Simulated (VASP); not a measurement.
Input of a VASP 6.6.1 run:

INCAR

```
PREC = Accurate ; ENCUT = 690
EDIFF = 1E-6 ; ISMEAR = -1
SIGMA = 0.05 ; LREAL = F
LASPH = T ; NELM = 120
ALGO = Normal ; ISIF = 2
LWAVE = F ; LCHARG = T
GGA = PE ; LELF = T
LVHAR = T ; NBANDS = 24
GGA_COMPAT = F
```

The input KPOINTS:

```
regular mesh
0
Gamma
  12 12 7
```

The input POSCAR:

```
Co
1.0
    2.4719999032      0.0000000000      0.0000000000
   -1.2359999516      2.1408147143      0.0000000000
    0.0000000000      0.0000000000      4.0211440800
Co
2
Direct
    0.6666666667      0.3333333333      0.7500000000
    0.3333333333      0.6666666667      0.2500000000
```

Potentials or basis: VASP PAW PBE potentials, release 64 (Co_sv).

The run is started by

```sh
$ cat potpaw_PBE.64/Co_sv/POTCAR > POTCAR
$ mpirun -np 1 vasp_std > vasp.out
```

Question: Predict the band gap on the k mesh.

Answer: Zero (bands 17 and 18 overlap by 1.43 eV).

Question: Predict the pressure.

Answer: -8.3 GPa.

Stress tensor (GPa, compression positive):
```
-7.63  0.00  0.00
 0.00 -7.63  0.00
 0.00  0.00 -9.60
```

Caveat: the cell stands under tension; the run has no spin polarisation, though such a crystal can be magnetic. Spin polarisation is off, so any magnetic state and its effect on volume and gap are missing.
